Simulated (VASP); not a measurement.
WC: single point with PBE

WC:

```
CELL_PARAMETERS angstrom
2.90650 0.00000 0.00000
-1.45325 2.51710 0.00000
0.00000 0.00000 2.83660
ATOMIC_POSITIONS crystal
W 0.00000 0.00000 0.00000
C 0.66667 0.33333 0.50000
```

```json
{
  "Program": "VASP 6.6.1",
  "Task": "single point",
  "Functional": "PBE",
  "Potentials or basis": "VASP PAW PBE potentials, release 64 (W_sv, C)",
  "Cutoff": "600 eV",
  "k mesh": "13 × 13 × 12",
  "Occupations": "methfessel-paxton, width 0.05 eV",
  "Spin": "no spin polarisation"
}
```

```
Pressure               : 6.5 GPa
Band gap on the k mesh : zero (bands 9 and 10 overlap by 1.27 eV)
```

Stress tensor (GPa, compression positive):
```
6.78 0.00 0.00
0.00 6.78 0.00
0.00 0.00 6.02
```

Levels at points of the mesh, in eV from the Fermi level:
```csv
k point,band 6,band 7,band 8,band 9,band 10,band 11,band 12,band 13
"(0.00, 0.00, 0.00)",-4.32,-3.34,-3.34,0.08,3.23,3.23,5.62,5.62
"(0.00, 0.00, 0.50)",-8.66,-2.02,-2.02,-0.59,-0.59,3.67,4.52,4.52
```

Wall time 22 s on 1 thread of Intel(R) Xeon(R) Platinum 8124M CPU @ 3.00GHz (Skylake/Cascade Lake), with other jobs on the host, peak memory 0.18 GiB.

Caveat: the cell stands under pressure; spin-orbit coupling is left out, which moves the levels of the heavy elements.
